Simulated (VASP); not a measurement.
# Rh (P6_3/mmc) in VASP: notebook

Rh is run at these levels: PBE; tasks: single point.

Everything below comes from runs of VASP 6.6.1. Logs are shortened: lines on timing, memory, paths and dates and some standing lists are left out, and cuts for length are marked.

**1. The cell of the first run**

The structure is hexagonal, space group P6_3/mmc (No. 194). The conventional cell has a = 2.670 Å, b = 2.670 Å, c = 4.666 Å, α = 90.00°, β = 90.00°, γ = 120.00°. Rh (site symmetry -6m2) has 12 Rh at 2.67 to 2.80 Å within 3.5 Å.

This isn't the form of Rh at room conditions, which is fcc.

**2. Single point, PBE**

Contents of INCAR:

```
SYSTEM = Rh
PREC = Accurate
ENCUT = 520
EDIFF = 1E-7
ISMEAR = 0
SIGMA = 0.15
LREAL = .False.
LASPH = .True.
NELM = 80
ALGO = Fast
ISIF = 2
LWAVE = .False.
LCHARG = .True.
GGA = PE
LELF = .True.
LVHAR = .True.
NBANDS = 22
```

Contents of KPOINTS:

```
Automatic mesh
0
Gamma
  18 18 10
  0 0 0
```

Contents of POSCAR:

```
Rh
1.0
    2.6704000000      0.0000000000      0.0000000000
   -1.3352000000      2.3126342383      0.0000000000
    0.0000000000      0.0000000000      4.6658000000
Rh
2
Direct
    0.6666666667      0.3333333333      0.7500000000
    0.3333333333      0.6666666667      0.2500000000
```

Potentials or basis: VASP PAW PBE potentials, release 64 (Rh_pv).

Run with:

```console
$ cat potpaw_PBE.64/Rh_pv/POTCAR > POTCAR
$ mpirun -np 1 vasp_std > vasp.out
```

OUTCAR:

```text
SYSTEM = Rh
   PREC = Accurate
   ENCUT = 520
   EDIFF = 1E-7
   ISMEAR = 0
   LREAL = .False.
   LASPH = .True.
   NELM = 80
   ISIF = 2
   GGA = PE

 ion  position               nearest neighbor table
   1  0.667  0.333  0.750-   2 2.80   2 2.80   2 2.80   2 2.80   2 2.80   2 2.80
   2  0.333  0.667  0.250-   1 2.80   1 2.80   1 2.80   1 2.80   1 2.80   1 2.80

  LATTYP: Found a hexagonal cell.
 ALAT       =     2.6704000000
 C/A-ratio  =     1.7472288796

  Lattice vectors:

 A1 = (   2.6704000000,   0.0000000000,   0.0000000000)
 A2 = (  -1.3352000000,   2.3126342383,   0.0000000000)
 A3 = (   0.0000000000,   0.0000000000,   4.6658000000)

Analysis of symmetry for initial positions (statically):
=====================================================================
 Subroutine PRICEL returns:
 Original cell was already a primitive cell.

 Routine SETGRP: Setting up the symmetry group for a
 hexagonal supercell.

 Subroutine GETGRP returns: Found 24 space group operations
 (whereof 12 operations were pure point group operations)
 out of a pool of 24 trial point group operations.

The static configuration has the point symmetry D_3d.
 The point group associated with its full space group is D_6h.

Analysis of symmetry for dynamics (positions and initial velocities):
=====================================================================
 Subroutine PRICEL returns:
 Original cell was already a primitive cell.

 Routine SETGRP: Setting up the symmetry group for a
 hexagonal supercell.

 Subroutine GETGRP returns: Found 24 space group operations
 (whereof 12 operations were pure point group operations)
 out of a pool of 24 trial point group operations.

The dynamic configuration has the point symmetry D_3d.
 The point group associated with its full space group is D_6h.

 Subroutine INISYM returns: Found 24 space group operations
 (whereof 12 operations are pure point group operations),
 and found     1 'primitive' translations

----------------------------------------------------------------------------------------

                                     Primitive cell

  volume of cell :      28.8144

  direct lattice vectors                    reciprocal lattice vectors
     2.670400000  0.000000000  0.000000000     0.374475734  0.216203666  0.000000000
    -1.335200000  2.312634238  0.000000000     0.000000000  0.432407332  0.000000000
     0.000000000  0.000000000  4.665800000     0.000000000  0.000000000  0.214325518

  length of vectors
     2.670400000  2.670400000  4.665800000     0.432407332  0.432407332  0.214325518

  position of ions in fractional coordinates (direct lattice)
     0.666666667  0.333333333  0.750000000
     0.333333333  0.666666667  0.250000000

  ion indices of the primitive-cell ions
   primitive index   ion index
                 1           1
                 2           2

----------------------------------------------------------------------------------------

 KPOINTS: Automatic mesh

Automatic generation of k-mesh.
 Grid dimensions read from file:
 generate k-points for:   18   18   10

 Generating k-lattice:

  Cartesian coordinates                     Fractional coordinates (reciprocal lattice)
     0.020804207  0.012011315  0.000000000     0.055555556  0.000000000  0.000000000
     0.000000000  0.024022630  0.000000000     0.000000000  0.055555556  0.000000000
     0.000000000  0.000000000  0.021432552     0.000000000  0.000000000  0.100000000

  Length of vectors
     0.024022630  0.024022630  0.021432552

  Shift w.r.t. Gamma in fractional coordinates (k-lattice)
     0.000000000  0.000000000  0.000000000

 Subroutine IBZKPT returns following result:
 ===========================================

 Found    222 irreducible k-points:

 Following reciprocal coordinates:
            Coordinates               Weight
  0.000000  0.000000  0.000000      1.000000
  0.055556 -0.000000  0.000000      6.000000
  0.111111 -0.000000  0.000000      6.000000
  0.166667 -0.000000  0.000000      6.000000
  0.222222 -0.000000  0.000000      6.000000
  0.277778 -0.000000  0.000000      6.000000
[... 16 lines left out ...]
  0.333333  0.111111  0.000000     12.000000
  0.388889  0.111111  0.000000     12.000000
 [... further k-points ...]
   k-points           NKPTS =    222   k-points in BZ     NKDIM =    222   number of bands    NBANDS=     22
   number of dos      NEDOS =    301   number of ions     NIONS =      2
   total plane-waves  NPLWV =  14400
   dimension x,y,z NGX =    20 NGY =   20 NGZ =   36
   dimension x,y,z NGXF=    40 NGYF=   40 NGZF=   72
   ions per type =               2
   NGX,Y,Z   is equivalent  to a cutoff of  12.45, 12.45, 12.83 a.u.
   NGXF,Y,Z  is equivalent  to a cutoff of  24.90, 24.90, 25.65 a.u.
 SYSTEM =  Rh
   PREC   = accura    normal or accurate (medium, high low for compatibility)
   ISTART =      0    job   : 0-new  1-cont  2-samecut
   ICHARG =      2    charge: 1-file 2-atom 10-const
   ISPIN  =      1    spin polarized calculation?
   LNONCOLLINEAR =      F non collinear calculations
   LSORBIT =      F    spin-orbit coupling
   LASPH  =      T    aspherical Exc in radial PAW
   ENCUT  =  520.0 eV  38.22 Ry    6.18 a.u.   4.97  4.97  8.68*2*pi/ulx,y,z
   NELM   =     80;   NELMIN=  2; NELMDL= -5     # of ELM steps
   EDIFF  = 0.1E-06   stopping-criterion for ELM
   LREAL  =      F    real-space projection
   EDIFFG = 0.1E-05   stopping-criterion for IOM
   NSW    =      0    number of steps for IOM
   IBRION =     -1    ionic relax: 0-MD 1-quasi-New 2-CG
   NFREE  =      0    steps in history (QN), initial steepest desc. (CG)
   ISIF   =      2    stress and relaxation
   ISYM   =      2    0-nonsym 1-usesym 2-fastsym
   POTIM  = 0.5000    time-step for ionic-motion
   TEBEG  =    0.0;   TEEND  =   0.0 temperature during run
   PSTRESS=    0.0 pullay stress
   NELECT =      30.0000    total number of electrons
   NUPDOWN=      -1.0000    fix difference up-down
   EMIN   =  10.00;   EMAX   =-10.00  energy-range for DOS
   EFERMI =   0.00;   METHOD = LEGACY
   ISMEAR =     0;   SIGMA  =   0.15  broadening in eV -4-tet -1-fermi 0-gaus
   EFERMI_NEDOS =   21; number of points for ismear=-14 and -15
   IALGO  =     68    algorithm
   IMIX   =      4    mixing-type and parameters
     AMIX     =   0.40;   BMIX     =  1.00
     AMIX_MAG =   1.60;   BMIX_MAG =  1.00
  volume/ion in A,a.u.               =      14.41        97.22
  Fermi-wavevector in a.u.,A,eV,Ry     =   1.659251  3.135530 37.458394  2.753114
  Thomas-Fermi vector in A             =   2.746692
   LORBIT       =      0    0 simple, 1 ext, 2 COOP (PROOUT), +10 PAW based schemes
   GGA     = PE    functional components
   LHFCALC =     F    Hartree Fock is set to
   AEXX    =    0.0000 exact exchange contribution
   IVDW    =     0    specifies the selected vdW correction
   LEPSILON=     F    determine dielectric tensor
   LRPA    =     F    only Hartree local field effects (RPA)
 non-spin polarized calculation
 RMM-DIIS sequential band-by-band and
 Gauss-broadening in eV      SIGMA  =   0.15
  energy-cutoff  :      520.00
  volume of cell :       28.81
 maximum number of plane-waves:       807
 NGX is ok and might be reduce to    20
   NGX =  9   NGY =  9   NGZ = 17

 number of electron      30.0000003 magnetization

 Free energy of the ion-electron system (eV)
  ---------------------------------------------------
  ext. energy  EPLUGINS =         0.00000000
  ---------------------------------------------------
  free energy    TOTEN  =       -14.36153806 eV

  energy without entropy =      -14.32228848  energy(sigma->0) =      -14.34191327

 E-fermi :  11.0896     XC(G=0): -13.7248

 val. band max:       11.0730916698   @ k =   0.2778   0.0556   0.5000
 cond. band min:      11.1063093062   @ k =   0.2222   0.1667   0.1000
 fundamental gap:      0.0332176364
 Fermi energy:        11.0896331322

 k-point     1 :       0.0000    0.0000    0.0000
  band No.  band energies     occupation
      1     -35.7276      2.00000
      2     -35.2615      2.00000
      3     -35.2615      2.00000
      4     -35.2125      2.00000
      5     -35.2036      2.00000
      6     -35.2036      2.00000
[... 14 lines left out ...]
     21      28.0597      0.00000
     22      29.7119      0.00000

 k-point     2 :       0.0556   -0.0000    0.0000
  band No.  band energies     occupation
      1     -35.7217      2.00000
      2     -35.2798      2.00000
      3     -35.2667      2.00000
      4     -35.2222      2.00000
      5     -35.2136      2.00000
      6     -35.2071      2.00000
[... 14 lines left out ...]
     21      28.2236      0.00000
     22      29.8360      0.00000

 k-point     3 :       0.1111   -0.0000    0.0000
  band No.  band energies     occupation
      1     -35.7042      2.00000
      2     -35.3322      2.00000
      3     -35.2816      2.00000
      4     -35.2754      2.00000
      5     -35.2173      2.00000
      6     -35.2169      2.00000
[... 14 lines left out ...]
     21      28.6757      0.00000
     22      30.0018      0.00000

 k-point     4 :       0.1667   -0.0000    0.0000
  band No.  band energies     occupation
      1     -35.6766      2.00000
      2     -35.4125      2.00000
      3     -35.3559      2.00000
      4     -35.3040      2.00000
      5     -35.2333      2.00000
      6     -35.2230      2.00000
[... 14 lines left out ...]
     21      29.2205      0.00000
     22      30.0464      0.00000

 k-point     5 :       0.2222   -0.0000    0.0000
  band No.  band energies     occupation
      1     -35.6408      2.00000
      2     -35.5107      2.00000
      3     -35.4532      2.00000
      4     -35.3310      2.00000
      5     -35.2531      2.00000
      6     -35.2323      2.00000
[... 14 lines left out ...]
     21      28.8395      0.00000
     22      29.4279      0.00000

 k-point     6 :       0.2778   -0.0000    0.0000
  band No.  band energies     occupation
      1     -35.6148      2.00000
      2     -35.5996      2.00000
      3     -35.5549      2.00000
      4     -35.3593      2.00000
      5     -35.2745      2.00000
      6     -35.2452      2.00000
[... 14 lines left out ...]
     21      27.7488      0.00000
     22      28.0838      0.00000

 k-point     7 :       0.3333   -0.0000    0.0000
  band No.  band energies     occupation
      1     -35.7123      2.00000
      2     -35.6489      2.00000
      3     -35.5565      2.00000
      4     -35.3855      2.00000
      5     -35.2948      2.00000
      6     -35.2618      2.00000
[... 324 lines left out ...]
      6     -35.2365      2.00000
[... 14 lines left out ...]
     21      27.0743      0.00000
     22      28.8621      0.00000

 k-point    21 :       0.2222    0.1111    0.0000
  band No.  band energies     occupation
      1     -35.6172      2.00000
      2     -35.5863      2.00000
      3     -35.5789      2.00000
      4     -35.3786      2.00000
      5     -35.3082      2.00000
      6     -35.2499      2.00000
[... 14 lines left out ...]
     21      26.0993      0.00000
     22      27.8590      0.00000

 k-point    22 :       0.2778    0.1111    0.0000
  band No.  band energies     occupation
      1     -35.7049      2.00000
      2     -35.6546      2.00000
      3     -35.5442      2.00000
      4     -35.4137      2.00000
      5     -35.3335      2.00000
      6     -35.2670      2.00000
[... 14 lines left out ...]
     21      25.1195      0.00000
     22      26.9455      0.00000

 k-point    23 :       0.3333    0.1111    0.0000
  band No.  band energies     occupation
      1     -35.7763      2.00000
      2     -35.7157      2.00000
      3     -35.5041      2.00000
      4     -35.4423      2.00000
      5     -35.3540      2.00000
      6     -35.2866      2.00000
[... 14 lines left out ...]
     21      24.2506      0.00000
     22      26.1041      0.00000

 k-point    24 :       0.3889    0.1111    0.0000
  band No.  band energies     occupation
      1     -35.8226      2.00000
      2     -35.7553      2.00000
      3     -35.4724      2.00000
      4     -35.4609      2.00000
      5     -35.3674      2.00000
      6     -35.3050      2.00000
[... 14 lines left out ...]
     21      23.6187      0.00000
     22      25.3785      0.00000

 [... further k-points ...]

------------------------ aborting loop because EDIFF is reached ----------------------------------------

  FORCE on cell =-STRESS in cart. coord.  units (eV):
  Direction    XX          YY          ZZ          XY          YZ          ZX
  --------------------------------------------------------------------------------------
  -------------------------------------------------------------------------------------
  Total        0.4633890      0.4633890     -2.9088768      0.0000000     -0.0000000      0.0000000
  in kB       25.7659945     25.7659945   -161.7433838      0.0000000     -0.0000000      0.0000000
  external PRESSURE =     -36.7371316 kB  Pullay stress =       0.0000000 kB

 VOLUME and BASIS-vectors are now :
 -----------------------------------------------------------------------------
  energy-cutoff  :      520.00
  volume of cell :       28.81
      direct lattice vectors                 reciprocal lattice vectors
     2.670400000  0.000000000  0.000000000     0.374475734  0.216203666  0.000000000
    -1.335200000  2.312634238  0.000000000     0.000000000  0.432407332  0.000000000
     0.000000000  0.000000000  4.665800000     0.000000000  0.000000000  0.214325518

 POSITION                                       TOTAL-FORCE (eV/Angst)
 -----------------------------------------------------------------------------------
      1.33520      0.77088      3.49935        -0.000000     -0.000000      0.000000
     -0.00000      1.54176      1.16645         0.000000      0.000000      0.000000
 -----------------------------------------------------------------------------------
    total drift:                               -0.000000      0.000000     -0.000000

  FREE ENERGIE OF THE ION-ELECTRON SYSTEM (eV)
  ---------------------------------------------------
  free  energy   TOTEN  =       -14.3615380607 eV

  energy  without entropy=      -14.3222884842  energy(sigma->0) =      -14.34191327
```

Wall time 59 s (1 thread of Intel Xeon 6975P-C (Granite Rapids), shared host); peak memory 0.22 GiB.

Results:

- Free energy: -14.3615 eV
- Pressure: -3.7 GPa
- Band gap on the k mesh: zero (bands 15 and 16 overlap by 2.47 eV)

Stress tensor (GPa, compression positive):
```
  2.58   0.00   0.00
  0.00   2.58   0.00
  0.00   0.00 -16.17
```

Caveat: the cell stands under tension.

**3. Single point, PBE**

This run uses another cell than the first one, of 14.52 Å³/atom.

Contents of INCAR:

```
  ALGO = Fast
  EDIFF = 1E-6
  ENCUT = 520
  GGA = PE
  ISIF = 2
  ISMEAR = 0
  LASPH = T
  LCHARG = F
  LREAL = F
  LWAVE = F
  NBANDS = 22
  NELM = 80
  PREC = Accurate
  SIGMA = 0.15
```

Contents of KPOINTS:

```
k-points
0
Gamma
  18 18 10
```

Contents of POSCAR:

```
Rh
1.0
    2.8339000000      0.0000000000      0.0000000000
   -1.4169500000      2.4542293918      0.0000000000
    0.0000000000      0.0000000000      4.1746000000
Rh
2
Direct
    0.6666666667      0.3333333333      0.7500000000
    0.3333333333      0.6666666667      0.2500000000
```

Potentials or basis: VASP PAW PBE potentials, release 64 (Rh_pv).

Run with:

```console
$ cat potpaw_PBE.64/Rh_pv/POTCAR > POTCAR
$ mpirun -np 1 vasp_std > vasp.out
```

OUTCAR:

```text
EDIFF = 1E-6
   ENCUT = 520
   GGA = PE
   ISIF = 2
   ISMEAR = 0
   LASPH = T
   LREAL = F
   NELM = 80
   PREC = Accurate

 ion  position               nearest neighbor table
   1  0.667  0.333  0.750-   2 2.65   2 2.65   2 2.65   2 2.65   2 2.65   2 2.65
   2  0.333  0.667  0.250-   1 2.65   1 2.65   1 2.65   1 2.65   1 2.65   1 2.65

  LATTYP: Found a hexagonal cell.
 ALAT       =     2.8339000000
 C/A-ratio  =     1.4730936166

  Lattice vectors:

[... 789 lines left out ...]
 [... further k-points ...]

------------------------ aborting loop because EDIFF is reached ----------------------------------------

  FORCE on cell =-STRESS in cart. coord.  units (eV):
  Direction    XX          YY          ZZ          XY          YZ          ZX
  --------------------------------------------------------------------------------------
  -------------------------------------------------------------------------------------
  Total       -1.8882447     -1.8882447      1.4278632     -0.0000000      0.0000000      0.0000000
  in kB     -104.1967832   -104.1967832     78.7920943     -0.0000000      0.0000000      0.0000000
  external PRESSURE =     -43.2004907 kB  Pullay stress =       0.0000000 kB

 VOLUME and BASIS-vectors are now :
 -----------------------------------------------------------------------------
  energy-cutoff  :      520.00
  volume of cell :       29.03
      direct lattice vectors                 reciprocal lattice vectors
     2.833900000  0.000000000  0.000000000     0.352870602  0.203729937  0.000000000
    -1.416950000  2.454229392  0.000000000     0.000000000  0.407459875  0.000000000
     0.000000000  0.000000000  4.174600000     0.000000000  0.000000000  0.239543908

 POSITION                                       TOTAL-FORCE (eV/Angst)
 -----------------------------------------------------------------------------------
      1.41695      0.81808      3.13095         0.000000     -0.000000      0.000000
     -0.00000      1.63615      1.04365        -0.000000      0.000000      0.000000
 -----------------------------------------------------------------------------------
    total drift:                               -0.000000      0.000000     -0.000000

  FREE ENERGIE OF THE ION-ELECTRON SYSTEM (eV)
  ---------------------------------------------------
  free  energy   TOTEN  =       -14.3411367409 eV

  energy  without entropy=      -14.2950653469  energy(sigma->0) =      -14.31810104
```

stdout:

```text
POSCAR found type information on POSCAR Rh
 POSCAR found :  1 types and       2 ions
 scaLAPACK will be used
 LDA part: xc-table for (Slater+PW92), standard interpolation
 POSCAR, INCAR and KPOINTS ok, starting setup
 FFT: planning ... GRIDC
 FFT: planning ... GRID_SOFT
 FFT: planning ... GRID
 WAVECAR not read
 entering main loop
```

It took 45 s on 1 thread of Intel Xeon 6975P-C (Granite Rapids), shared host; peak memory 0.23 GiB.

What came out:

```yaml
Free_energy: -14.3411 eV
Pressure: -4.3 GPa
Band_gap_on_the_k_mesh: zero (bands 15 and 16 overlap by 1.85 eV)
```

Stress tensor (GPa, compression positive):
```
-10.42   0.00   0.00
  0.00 -10.42   0.00
  0.00   0.00   7.88
```

Levels at points of the mesh, in eV from the Fermi level:
```tsv
k point	band 11	band 12	band 13	band 14	band 15	band 16	band 17	band 18	band 19	band 20
(0.00, 0.00, 0.00)	-2.36	-2.36	-2.19	-2.19	-2.19	0.11	0.11	1.77	9.45	15.32
(0.50, 0.00, 0.00)	-2.27	-2.12	-1.67	-0.05	0.41	0.84	2.59	4.48	10.34	11.22
(0.00, 0.00, 0.50)	-3.18	-3.18	-2.61	-2.61	-0.33	-0.33	-0.33	-0.33	14.93	14.93
(0.50, 0.00, 0.50)	-1.86	-1.86	-0.35	-0.35	0.25	0.25	2.49	2.49	8.64	8.64
```

Caveat: the cell stands under tension.
